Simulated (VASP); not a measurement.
# C (Fd-3m) in VASP: further runs

The runs below take C through single point, relaxation of cell and atoms, with LDA.

Program: VASP 6.6.1. These are calculated values, not measurements. Logs are shortened: lines on timing, memory, paths and dates and some standing lists are left out, and cuts for length are marked.

**1. The cell of the first run**

Symmetry: Fd-3m, No. 227, cubic system. The conventional cell has a = 3.531 Å, b = 3.531 Å, c = 3.531 Å, α = 90.00°, β = 90.00°, γ = 90.00°. C (site symmetry -43m) has 4 C at 1.53 Å within 2.0 Å.

**2. Single point, LDA**

Contents of INCAR:

```
SYSTEM = C
PREC = Accurate
ENCUT = 600
EDIFF = 1E-6
ISMEAR = 0
SIGMA = 0.02
LREAL = .False.
LASPH = .True.
NELM = 120
ALGO = Normal
ISIF = 2
LWAVE = .False.
LCHARG = .True.
LELF = .True.
LVHAR = .True.
NBANDS = 11
GGA_COMPAT = .False.
```

Contents of KPOINTS:

```
Automatic mesh
0
Gamma
  12 12 12
  0 0 0
```

Contents of POSCAR:

```
C
1.0
    0.0000000000      1.7657234640      1.7657234640
    1.7657234640      0.0000000000      1.7657234640
    1.7657234640      1.7657234640      0.0000000000
C
2
Direct
    0.0000000000      0.0000000000      0.0000000000
    0.2500000000      0.2500000000      0.2500000000
```

Potentials or basis: VASP PAW LDA potentials, release 64 (C).

Launch:

```
> cat potpaw_LDA.64/C/POTCAR > POTCAR
> mpirun -np 1 vasp_std > vasp.out
```

OUTCAR:

```text
SYSTEM = C
   PREC = Accurate
   ENCUT = 600
   EDIFF = 1E-6
   ISMEAR = 0
   LREAL = .False.
   LASPH = .True.
   NELM = 120
   ISIF = 2

 ion  position               nearest neighbor table
   1  0.000  0.000  0.000-   2 1.53   2 1.53   2 1.53   2 1.53
   2  0.250  0.250  0.250-   1 1.53   1 1.53   1 1.53   1 1.53

  LATTYP: Found a face centered cubic cell.
 ALAT       =     3.5314469280

  Lattice vectors:

 A1 = (   0.0000000000,   1.7657234640,   1.7657234640)
 A2 = (   1.7657234640,   0.0000000000,   1.7657234640)
 A3 = (   1.7657234640,   1.7657234640,   0.0000000000)

Analysis of symmetry for initial positions (statically):
=====================================================================
 Subroutine PRICEL returns:
 Original cell was already a primitive cell.

 Routine SETGRP: Setting up the symmetry group for a
 face centered cubic supercell.

 Subroutine GETGRP returns: Found 48 space group operations
 (whereof 24 operations were pure point group operations)
 out of a pool of 48 trial point group operations.

The static configuration has the point symmetry T_d .
 The point group associated with its full space group is O_h .

Analysis of symmetry for dynamics (positions and initial velocities):
=====================================================================
 Subroutine PRICEL returns:
 Original cell was already a primitive cell.

 Routine SETGRP: Setting up the symmetry group for a
 face centered cubic supercell.

 Subroutine GETGRP returns: Found 48 space group operations
 (whereof 24 operations were pure point group operations)
 out of a pool of 48 trial point group operations.

The dynamic configuration has the point symmetry T_d .
 The point group associated with its full space group is O_h .

 Subroutine INISYM returns: Found 48 space group operations
 (whereof 24 operations are pure point group operations),
 and found     1 'primitive' translations

----------------------------------------------------------------------------------------

                                     Primitive cell

  volume of cell :      11.0103

  direct lattice vectors                    reciprocal lattice vectors
     0.000000000  1.765723464  1.765723464    -0.283170049  0.283170049  0.283170049
     1.765723464  0.000000000  1.765723464     0.283170049 -0.283170049  0.283170049
     1.765723464  1.765723464  0.000000000     0.283170049  0.283170049 -0.283170049

  length of vectors
     2.497110070  2.497110070  2.497110070     0.490464912  0.490464912  0.490464912

  position of ions in fractional coordinates (direct lattice)
     0.000000000  0.000000000  0.000000000
     0.250000000  0.250000000  0.250000000

  ion indices of the primitive-cell ions
   primitive index   ion index
                 1           1
                 2           2

----------------------------------------------------------------------------------------

 KPOINTS: Automatic mesh

Automatic generation of k-mesh.
 Grid dimensions read from file:
 generate k-points for:   12   12   12

 Generating k-lattice:

  Cartesian coordinates                     Fractional coordinates (reciprocal lattice)
    -0.023597504  0.023597504  0.023597504     0.083333333  0.000000000  0.000000000
     0.023597504 -0.023597504  0.023597504     0.000000000  0.083333333  0.000000000
     0.023597504  0.023597504 -0.023597504     0.000000000  0.000000000  0.083333333

  Length of vectors
     0.040872076  0.040872076  0.040872076

  Shift w.r.t. Gamma in fractional coordinates (k-lattice)
     0.000000000  0.000000000  0.000000000

 Subroutine IBZKPT returns following result:
 ===========================================

 Found     72 irreducible k-points:

 Following reciprocal coordinates:
            Coordinates               Weight
  0.000000  0.000000  0.000000      1.000000
  0.083333  0.000000  0.000000      8.000000
  0.166667  0.000000  0.000000      8.000000
  0.250000  0.000000  0.000000      8.000000
  0.333333  0.000000  0.000000      8.000000
  0.416667  0.000000  0.000000      8.000000
[... 16 lines left out ...]
  0.500000  0.166667  0.000000     24.000000
 -0.416667  0.166667  0.000000     24.000000
 [... further k-points ...]
   k-points           NKPTS =     72   k-points in BZ     NKDIM =     72   number of bands    NBANDS=     11
   number of dos      NEDOS =    301   number of ions     NIONS =      2
   total plane-waves  NPLWV =   8000
   dimension x,y,z NGX =    20 NGY =   20 NGZ =   20
   dimension x,y,z NGXF=    40 NGYF=   40 NGZF=   40
   ions per type =               2
   NGX,Y,Z   is equivalent  to a cutoff of  13.32, 13.32, 13.32 a.u.
   NGXF,Y,Z  is equivalent  to a cutoff of  26.63, 26.63, 26.63 a.u.
 SYSTEM =  C
   PREC   = accura    normal or accurate (medium, high low for compatibility)
   ISTART =      0    job   : 0-new  1-cont  2-samecut
   ICHARG =      2    charge: 1-file 2-atom 10-const
   ISPIN  =      1    spin polarized calculation?
   LNONCOLLINEAR =      F non collinear calculations
   LSORBIT =      F    spin-orbit coupling
   LASPH  =      T    aspherical Exc in radial PAW
   ENCUT  =  600.0 eV  44.10 Ry    6.64 a.u.   4.99  4.99  4.99*2*pi/ulx,y,z
   NELM   =    120;   NELMIN=  2; NELMDL= -5     # of ELM steps
   EDIFF  = 0.1E-05   stopping-criterion for ELM
   LREAL  =      F    real-space projection
   EDIFFG = 0.1E-04   stopping-criterion for IOM
   NSW    =      0    number of steps for IOM
   IBRION =     -1    ionic relax: 0-MD 1-quasi-New 2-CG
   NFREE  =      0    steps in history (QN), initial steepest desc. (CG)
   ISIF   =      2    stress and relaxation
   ISYM   =      2    0-nonsym 1-usesym 2-fastsym
   POTIM  = 0.5000    time-step for ionic-motion
   TEBEG  =    0.0;   TEEND  =   0.0 temperature during run
   PSTRESS=    0.0 pullay stress
   NELECT =       8.0000    total number of electrons
   NUPDOWN=      -1.0000    fix difference up-down
   EMIN   =  10.00;   EMAX   =-10.00  energy-range for DOS
   EFERMI =   0.00;   METHOD = LEGACY
   ISMEAR =     0;   SIGMA  =   0.02  broadening in eV -4-tet -1-fermi 0-gaus
   EFERMI_NEDOS =   21; number of points for ismear=-14 and -15
   IALGO  =     38    algorithm
   IMIX   =      4    mixing-type and parameters
     AMIX     =   0.40;   BMIX     =  1.00
     AMIX_MAG =   1.60;   BMIX_MAG =  1.00
  volume/ion in A,a.u.               =       5.51        37.15
  Fermi-wavevector in a.u.,A,eV,Ry     =   1.471766  2.781235 29.471519  2.166096
  Thomas-Fermi vector in A             =   2.586862
   LORBIT       =      0    0 simple, 1 ext, 2 COOP (PROOUT), +10 PAW based schemes
   GGA     = CA    functional components
   LHFCALC =     F    Hartree Fock is set to
   AEXX    =    0.0000 exact exchange contribution
   IVDW    =     0    specifies the selected vdW correction
   LEPSILON=     F    determine dielectric tensor
   LRPA    =     F    only Hartree local field effects (RPA)
 non-spin polarized calculation
 Gauss-broadening in eV      SIGMA  =   0.02
  energy-cutoff  :      600.00
  volume of cell :       11.01
 maximum number of plane-waves:       380
   NGX =  9   NGY =  9   NGZ =  9

 number of electron       7.9999998 magnetization

 Free energy of the ion-electron system (eV)
  ---------------------------------------------------
  ext. energy  EPLUGINS =         0.00000000
  ---------------------------------------------------
  free energy    TOTEN  =       -20.25205694 eV

  energy without entropy =      -20.25205694  energy(sigma->0) =      -20.25205694

 E-fermi :  10.4210     XC(G=0): -13.6444

 val. band max:       10.1633044285   @ k =   0.0000   0.0000   0.0000
 cond. band min:      14.3613472045   @ k =   0.3333   0.3333   0.0000
 fundamental gap:      4.1980427760
 Fermi energy:        10.4209514095

 k-point     1 :       0.0000    0.0000    0.0000
  band No.  band energies     occupation
      1     -11.5561      2.00000
      2      10.1633      2.00000
      3      10.1633      2.00000
      4      10.1633      2.00000
      5      15.7902      0.00000
      6      15.7902      0.00000
      7      15.7902      0.00000
      8      24.4067      0.00000
      9      29.5636      0.00000
     10      37.1311      0.00000
     11      37.1311      0.00000

 k-point     2 :       0.0833    0.0000    0.0000
  band No.  band energies     occupation
      1     -11.3602      2.00000
      2       8.9215      2.00000
      3       9.8307      2.00000
      4       9.8307      2.00000
      5      16.2249      0.00000
      6      16.2249      0.00000
      7      16.5437      0.00000
      8      24.5145      0.00000
      9      29.8753      0.00000
     10      34.8025      0.00000
     11      34.8025      0.00000

 k-point     3 :       0.1667    0.0000    0.0000
  band No.  band energies     occupation
      1     -10.7744      2.00000
      2       6.3606      2.00000
      3       9.1112      2.00000
      4       9.1112      2.00000
      5      17.1641      0.00000
      6      17.1641      0.00000
      7      17.7377      0.00000
      8      24.8189      0.00000
      9      30.5267      0.00000
     10      33.1573      0.00000
     11      33.1573      0.00000

 k-point     4 :       0.2500    0.0000    0.0000
  band No.  band energies     occupation
      1      -9.8060      2.00000
      2       3.4868      2.00000
      3       8.3721      2.00000
      4       8.3721      2.00000
      5      18.0301      0.00000
      6      18.0301      0.00000
      7      18.6334      0.00000
      8      25.2360      0.00000
      9      30.9685      0.00000
     10      32.7307      0.00000
     11      32.7307      0.00000
[... 239 lines left out ...]
 k-point    22 :       0.4167    0.1667    0.0000
  band No.  band energies     occupation
      1      -7.2903      2.00000
      2       0.2612      2.00000
      3       5.8500      2.00000
      4       5.9985      2.00000
      5      16.9014      0.00000
      6      21.2874      0.00000
      7      21.6435      0.00000
      8      22.9853      0.00000
      9      31.2859      0.00000
     10      32.9684      0.00000
     11      37.8516      0.00000

 k-point    23 :       0.5000    0.1667    0.0000
  band No.  band energies     occupation
      1      -5.6346      2.00000
      2      -2.0611      2.00000
      3       5.1111      2.00000
      4       6.0910      2.00000
      5      17.3144      0.00000
      6      21.0023      0.00000
      7      21.8299      0.00000
      8      24.5787      0.00000
      9      30.3560      0.00000
     10      34.2731      0.00000
     11      37.0070      0.00000

 k-point    24 :      -0.4167    0.1667    0.0000
  band No.  band energies     occupation
      1      -5.1603      2.00000
      2      -2.6235      2.00000
      3       4.6071      2.00000
      4       6.4819      2.00000
      5      17.7607      0.00000
      6      20.5027      0.00000
      7      21.8134      0.00000
      8      25.7640      0.00000
      9      29.6689      0.00000
     10      34.5577      0.00000
     11      34.9821      0.00000

 [... further k-points ...]
[... 5 lines left out ...]
  --------------------------------------------------------------------------------------
  -------------------------------------------------------------------------------------
  Total        0.0651086      0.0651086      0.0651086     -0.0000000      0.0000000      0.0000000
  in kB        9.4743884      9.4743884      9.4743884     -0.0000000      0.0000000      0.0000000
  external PRESSURE =       9.4743884 kB  Pullay stress =       0.0000000 kB

 VOLUME and BASIS-vectors are now :
 -----------------------------------------------------------------------------
  energy-cutoff  :      600.00
  volume of cell :       11.01
      direct lattice vectors                 reciprocal lattice vectors
     0.000000000  1.765723464  1.765723464    -0.283170049  0.283170049  0.283170049
     1.765723464  0.000000000  1.765723464     0.283170049 -0.283170049  0.283170049
     1.765723464  1.765723464  0.000000000     0.283170049  0.283170049 -0.283170049

 POSITION                                       TOTAL-FORCE (eV/Angst)
 -----------------------------------------------------------------------------------
      0.00000      0.00000      0.00000        -0.000000     -0.000000     -0.000000
      0.88286      0.88286      0.88286         0.000000      0.000000      0.000000
 -----------------------------------------------------------------------------------
    total drift:                                0.000000      0.000000      0.000000

  FREE ENERGIE OF THE ION-ELECTRON SYSTEM (eV)
  ---------------------------------------------------
  free  energy   TOTEN  =       -20.2520569421 eV

  energy  without entropy=      -20.2520569421  energy(sigma->0) =      -20.25205694
```

Run time: 6.1 s. Hardware: 1 thread of Intel Xeon Platinum 8375C at 2.90GHz (Ice Lake), shared host; peak memory 0.12 GiB.

Results:

```yaml
Free_energy: -20.2521 eV
Pressure: 0.9 GPa
Band_gap_on_the_k_mesh: 4.20 eV, indirect (least direct gap 5.63 eV)
```

**3. Single point, LDA**

Contents of INCAR:

```
PREC = Accurate
ENCUT = 600
EDIFF = 1E-6
ISMEAR = 0
SIGMA = 0.02
LREAL = False
LASPH = True
NELM = 120
ALGO = Normal
ISIF = 2
LWAVE = False
LCHARG = True
LELF = True
LVHAR = True
NBANDS = 11
GGA_COMPAT = False
```

Contents of KPOINTS:

```
regular mesh
0
Gamma
  12 12 12
```

POSCAR is that of step 2.

Potentials or basis: VASP PAW LDA potentials, release 64 (C).

Launch:

```
> cat potpaw_LDA.64/C/POTCAR > POTCAR
> mpirun -np 1 vasp_std > vasp.out
```

Wall time 6.3 s (1 thread of Intel Xeon Platinum 8375C at 2.90GHz (Ice Lake), shared host); peak memory 0.11 GiB.

Results (log left out):

```
Free energy            : -20.2521 eV
Pressure               : 0.9 GPa
Band gap on the k mesh : 4.20 eV, indirect (least direct gap 5.63 eV)
```

Levels at points of the mesh, in eV from the valence-band top:
| k point | band 1 | band 2 | band 3 | band 4 | band 5 | band 6 | band 7 | band 8 | band 9 |
| --- | --- | --- | --- | --- | --- | --- | --- | --- | --- |
| (0.00, 0.00, 0.00) | -21.72 | 0.00 | 0.00 | 0.00 | 5.63 | 5.63 | 5.63 | 14.24 | 19.40 |
| (0.50, 0.00, 0.00) | -15.71 | -13.69 | -2.87 | -2.87 | 8.51 | 8.51 | 9.42 | 15.68 | 21.95 |
| (0.50, 0.50, 0.00) | -12.82 | -12.82 | -6.47 | -6.47 | 4.77 | 4.77 | 17.08 | 17.08 | 23.48 |

A k mesh can miss the band edges. Expect the measured gap to be larger: semilocal functionals such as LDA lack the derivative discontinuity.

**4. Relaxation of cell and atoms, LDA**

Contents of INCAR:

```
SYSTEM = C
PREC = Accurate
ENCUT = 600
EDIFF = 1E-7
ISMEAR = 0
SIGMA = 0.02
LREAL = .False.
LASPH = .True.
NELM = 120
ALGO = Normal
ISIF = 3
LWAVE = .False.
LCHARG = .False.
GGA = CA
IBRION = 2
NSW = 100
EDIFFG = -0.002
GGA_COMPAT = .False.
NELMIN = 4
```

Contents of KPOINTS:

```
Automatic mesh
0
Gamma
  12 12 12
  0 0 0
```

Contents of POSCAR:

```
C
1.0
    0.0000000000      1.7657957124      1.7657957124
    1.7657957124      0.0000000000      1.7657957124
    1.7657957124      1.7657957124      0.0000000000
C
2
Direct
    0.0000000000      0.0000000000      0.0000000000
    0.2500000000      0.2500000000      0.2500000000
```

Launch:

```
> cat potpaw_LDA.64/C/POTCAR > POTCAR
> mpirun -np 1 vasp_std > vasp.out
```

It took 7.6 s on 1 thread of Intel Xeon Platinum 8375C at 2.90GHz (Ice Lake), shared host; peak memory 0.11 GiB.

It converged, with:

| Property | Result |
| --- | --- |
| Free energy | -20.2521 eV |
| Relaxed volume | 5.52 Å³/atom |
| Relaxed cell | a = 2.499 Å, b = 2.499 Å, c = 2.499 Å, α = 60.00°, β = 60.00°, γ = 60.00° |
| Space group after relaxing (to 0.05 Å) | Fd-3m (No. 227) |
| Energy gained by relaxing | 0.0 meV/atom |
| Ionic steps | 3 |
| Pressure after relaxing | 0.0 GPa |
| Band gap on the k mesh | 4.19 eV, indirect (least direct gap 5.62 eV) |

Final structure:
```yaml
crystal:
  lattice:
    - [0.00000, 1.76692, 1.76692]
    - [1.76692, 0.00000, 1.76692]
    - [1.76692, 1.76692, 0.00000]
  atoms:
    - { symbol: C, position: [0.00000, 0.00000, 0.00000] }
    - { symbol: C, position: [0.25000, 0.25000, 0.25000] }
```

Levels at points of the mesh, in eV from the valence-band top:
| k point | band 1 | band 2 | band 3 | band 4 | band 5 | band 6 | band 7 | band 8 |
| --- | --- | --- | --- | --- | --- | --- | --- | --- |
| (0.00, 0.00, 0.00) | -21.69 | 0.00 | 0.00 | 0.00 | 5.62 | 5.62 | 5.62 | 14.20 |
| (0.50, 0.00, 0.00) | -15.69 | -13.67 | -2.86 | -2.86 | 8.50 | 8.50 | 9.40 | 15.66 |
| (0.50, 0.50, 0.00) | -12.81 | -12.81 | -6.46 | -6.46 | 4.77 | 4.77 | 17.05 | 17.05 |
